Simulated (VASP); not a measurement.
# Cr in VASP: single point with PBE

Aim: the single point of Cr with PBE.

All numbers are computed with VASP 6.6.1; they aren't measurements. Logs are shortened: lines on timing, memory, paths and dates and some standing lists are left out, and cuts for length are marked.

### Step 1. The cell of the first run

The cell holds a slab with vacuum, 4 atoms: a = 2.848 Å, b = 2.848 Å, c = 19.272 Å, α = 90.00°, β = 90.00°, γ = 90.00°.

### Step 2. Single point, PBE

Contents of INCAR:

```
SYSTEM = Cr
  PREC = Accurate
  ENCUT = 520
  EDIFF = 1E-6
  ISMEAR = 0
  SIGMA = 0.1
  LREAL = .False.
  LASPH = .True.
  NELM = 80
  ALGO = Fast
  ISIF = 2
  LWAVE = .False.
  LCHARG = .True.
  LDIPOL = .True.
  IDIPOL = 3
  DIPOL = 0.5 0.5 0.500
  GGA = PE
  LELF = .True.
  LVHAR = .True.
  LVACPOTAV = .True.
  NBANDS = 32
```

Contents of KPOINTS:

```
regular mesh
0
Gamma
  12 12 1
  0 0 0
```

Contents of POSCAR:

```
Cr
1.0
    2.8478300082      0.0000000000      0.0000000000
    0.0000000000      2.8478300082      0.0000000000
    0.0000000000      0.0000000000     19.2717450123
Cr
4
Direct
    0.5000000000      0.5000000000      0.3891707780
    0.0000000000      0.0000000000      0.4630569260
    0.5000000000      0.5000000000      0.5369430740
    0.0000000000      0.0000000000      0.6108292220
```

Potentials or basis: VASP PAW PBE potentials, release 64 (Cr_pv).

The run is started by

```bash
$ cat potpaw_PBE.64/Cr_pv/POTCAR > POTCAR
$ mpirun -np 1 vasp_std > vasp.out
```

OUTCAR:

```text
SYSTEM = Cr
   PREC = Accurate
   ENCUT = 520
   EDIFF = 1E-6
   ISMEAR = 0
   LREAL = .False.
   LASPH = .True.
   NELM = 80
   ISIF = 2
   GGA = PE

 ion  position               nearest neighbor table
   1  0.500  0.500  0.389-   2 2.47   2 2.47   2 2.47   2 2.47   3 2.85
   2  0.000  0.000  0.463-   1 2.47   3 2.47   1 2.47   3 2.47   1 2.47   3 2.47   1 2.47   3 2.47
                             4 2.85
   3  0.500  0.500  0.537-   2 2.47   4 2.47   2 2.47   4 2.47   2 2.47   4 2.47   2 2.47   4 2.47
                             1 2.85
   4  0.000  0.000  0.611-   3 2.47   3 2.47   3 2.47   3 2.47   2 2.85

  LATTYP: Found a simple tetragonal cell.
 ALAT       =     2.8478300082
 C/A-ratio  =     6.7671683200

  Lattice vectors:

 A1 = (   2.8478300082,   0.0000000000,   0.0000000000)
 A2 = (   0.0000000000,   2.8478300082,   0.0000000000)
 A3 = (   0.0000000000,   0.0000000000,  19.2717450123)

Analysis of symmetry for initial positions (statically):
=====================================================================
 Subroutine PRICEL returns:
 Original cell was already a primitive cell.

 Routine SETGRP: Setting up the symmetry group for a
 simple tetragonal supercell.

 Subroutine GETGRP returns: Found 16 space group operations
 (whereof  8 operations were pure point group operations)
 out of a pool of 16 trial point group operations.

The static configuration has the point symmetry C_4v.
 The point group associated with its full space group is D_4h.

Analysis of symmetry for dynamics (positions and initial velocities):
=====================================================================
 Subroutine PRICEL returns:
 Original cell was already a primitive cell.

 Routine SETGRP: Setting up the symmetry group for a
 simple tetragonal supercell.

 Subroutine GETGRP returns: Found 16 space group operations
 (whereof  8 operations were pure point group operations)
 out of a pool of 16 trial point group operations.

The dynamic configuration has the point symmetry C_4v.
 The point group associated with its full space group is D_4h.

 Subroutine INISYM returns: Found 16 space group operations
 (whereof  8 operations are pure point group operations),
 and found     1 'primitive' translations

----------------------------------------------------------------------------------------

                                     Primitive cell

[... 98 lines left out ...]
   IBRION =     -1    ionic relax: 0-MD 1-quasi-New 2-CG
   NFREE  =      0    steps in history (QN), initial steepest desc. (CG)
   ISIF   =      2    stress and relaxation
   ISYM   =      2    0-nonsym 1-usesym 2-fastsym
   POTIM  = 0.5000    time-step for ionic-motion
   TEBEG  =    0.0;   TEEND  =   0.0 temperature during run
   PSTRESS=    0.0 pullay stress
   NELECT =      48.0000    total number of electrons
   NUPDOWN=      -1.0000    fix difference up-down
   EMIN   =  10.00;   EMAX   =-10.00  energy-range for DOS
   EFERMI =   0.00;   METHOD = LEGACY
   ISMEAR =     0;   SIGMA  =   0.10  broadening in eV -4-tet -1-fermi 0-gaus
   EFERMI_NEDOS =   21; number of points for ismear=-14 and -15
   IALGO  =     68    algorithm
   IMIX   =      4    mixing-type and parameters
     AMIX     =   0.40;   BMIX     =  1.00
     AMIX_MAG =   1.60;   BMIX_MAG =  1.00
  volume/ion in A,a.u.               =      39.07       263.69
  Fermi-wavevector in a.u.,A,eV,Ry     =   1.104516  2.087233 16.598517  1.219957
  Thomas-Fermi vector in A             =   2.240990
   LORBIT       =      0    0 simple, 1 ext, 2 COOP (PROOUT), +10 PAW based schemes
   GGA     = PE    functional components
   LHFCALC =     F    Hartree Fock is set to
   AEXX    =    0.0000 exact exchange contribution
   IVDW    =     0    specifies the selected vdW correction
   LEPSILON=     F    determine dielectric tensor
   LRPA    =     F    only Hartree local field effects (RPA)
 non-spin polarized calculation
 RMM-DIIS sequential band-by-band and
 Gauss-broadening in eV      SIGMA  =   0.10
  energy-cutoff  :      520.00
  volume of cell :      156.30
 maximum number of plane-waves:      4244
 NGX is ok and might be reduce to    24
   NGX = 11   NGY = 11   NGZ = 71

 dipolmoment           0.000000      0.000000     -0.000000 electrons x Angstroem

 number of electron      47.9999982 magnetization

 dipolmoment           0.000000      0.000000      0.000000 electrons x Angstroem

 Free energy of the ion-electron system (eV)
  ---------------------------------------------------
  ext. energy  EPLUGINS =         0.00000000
  ---------------------------------------------------
  free energy    TOTEN  =       -34.11906088 eV

  energy without entropy =      -34.07666307  energy(sigma->0) =      -34.09786198

 E-fermi :   0.5207     XC(G=0):  -5.3308

 val. band max:        0.5011249959   @ k =   0.3333   0.3333   0.0000
 cond. band min:       0.5373990368   @ k =   0.4167   0.1667   0.0000
 fundamental gap:      0.0362740409
 Fermi energy:         0.5206615072

 k-point     1 :       0.0000    0.0000    0.0000
  band No.  band energies     occupation
      1     -42.6332      2.00000
      2     -42.5795      2.00000
      3     -42.5795      2.00000
      4     -42.5236      2.00000
      5     -42.3244      2.00000
      6     -42.3244      2.00000
[... 829 lines left out ...]
     31       2.2612      0.00000
     32       2.3799      0.00000

 [... further k-points ...]

------------------------ aborting loop because EDIFF is reached ----------------------------------------

  FORCE on cell =-STRESS in cart. coord.  units (eV):
  Direction    XX          YY          ZZ          XY          YZ          ZX
  --------------------------------------------------------------------------------------
  -------------------------------------------------------------------------------------
  Total       -5.4863995     -5.4863995     -3.4372576      0.0000000      0.0000000      0.0000000
  in kB      -56.2404573    -56.2404573    -35.2349372      0.0000000      0.0000000      0.0000000
  external PRESSURE =     -49.2386173 kB  Pullay stress =       0.0000000 kB

 VOLUME and BASIS-vectors are now :
 -----------------------------------------------------------------------------
  energy-cutoff  :      520.00
  volume of cell :      156.30
      direct lattice vectors                 reciprocal lattice vectors
     2.847830008  0.000000000  0.000000000     0.351144555  0.000000000  0.000000000
     0.000000000  2.847830008  0.000000000     0.000000000  0.351144555  0.000000000
     0.000000000  0.000000000 19.271745012     0.000000000  0.000000000  0.051889437

 POSITION                                       TOTAL-FORCE (eV/Angst)
 -----------------------------------------------------------------------------------
      1.42392      1.42392      7.50000         0.000000      0.000000      1.280728
      0.00000      0.00000      8.92392         0.000000      0.000000     -1.450566
      1.42392      1.42392     10.34783         0.000000     -0.000000      1.450566
      0.00000      0.00000     11.77175         0.000000     -0.000000     -1.280728
 -----------------------------------------------------------------------------------
    total drift:                                0.000000     -0.000000      0.000000

  FREE ENERGIE OF THE ION-ELECTRON SYSTEM (eV)
  ---------------------------------------------------
  free  energy   TOTEN  =       -34.1190608818 eV

  energy  without entropy=      -34.0766630715  energy(sigma->0) =      -34.09786198

 vacuum level on the upper side and lower side of the slab         4.576         4.576
```

stdout:

```text
POSCAR found type information on POSCAR Cr
 POSCAR found :  1 types and       4 ions
 scaLAPACK will be used
 LDA part: xc-table for (Slater+PW92), standard interpolation
 POSCAR, INCAR and KPOINTS ok, starting setup
 FFT: planning ... GRIDC
 FFT: planning ... GRID_SOFT
 FFT: planning ... GRID
 WAVECAR not read
 entering main loop
 -----------------------------------------------------------------------------
|                                                                             |
|           W    W    AA    RRRRR   N    N  II  N    N   GGGG   !!!           |
|           W    W   A  A   R    R  NN   N  II  NN   N  G    G  !!!           |
|           W    W  A    A  R    R  N N  N  II  N N  N  G       !!!           |
|           W WW W  AAAAAA  RRRRR   N  N N  II  N  N N  G  GGG   !            |
|           WW  WW  A    A  R   R   N   NN  II  N   NN  G    G                |
|           W    W  A    A  R    R  N    N  II  N    N   GGGG   !!!           |
|                                                                             |
|     Did not find any points to average over, which means that no vacuum     |
|     field-free region was found. Please increase the size of  your cell     |
|     in the dimension of the dipole correction to obtain accurate            |
|     workfunction values.                                                    |
|                                                                             |
 -----------------------------------------------------------------------------
```

Wall time 6.7 min (1 thread of Intel Xeon 8259CL, shared host); peak memory 0.32 GiB.

Results:

```yaml
Free_energy: -34.1191 eV
Largest_force: 1.451 eV/Å
Band_gap_on_the_k_mesh: zero (bands 24 and 25 overlap by 1.34 eV)
```

Forces on the atoms (eV/Å):
```
Cr   0.000  0.000  1.281
Cr   0.000  0.000 -1.451
Cr   0.000  0.000  1.451
Cr   0.000  0.000 -1.281
```

Levels at points of the mesh, in eV from the Fermi level:
```tsv
k point	band 22	band 23	band 24	band 25	band 26	band 27
(0.00, 0.00, 0.00)	-0.38	-0.25	-0.22	-0.22	-0.09	0.74
(0.50, 0.00, 0.00)	-0.35	-0.27	-0.27	0.30	0.30	0.97
(0.50, 0.50, 0.00)	-1.01	1.12	1.12	1.20	1.20	1.55
```

Caveat: the run has no spin polarisation, though such a crystal can be magnetic.
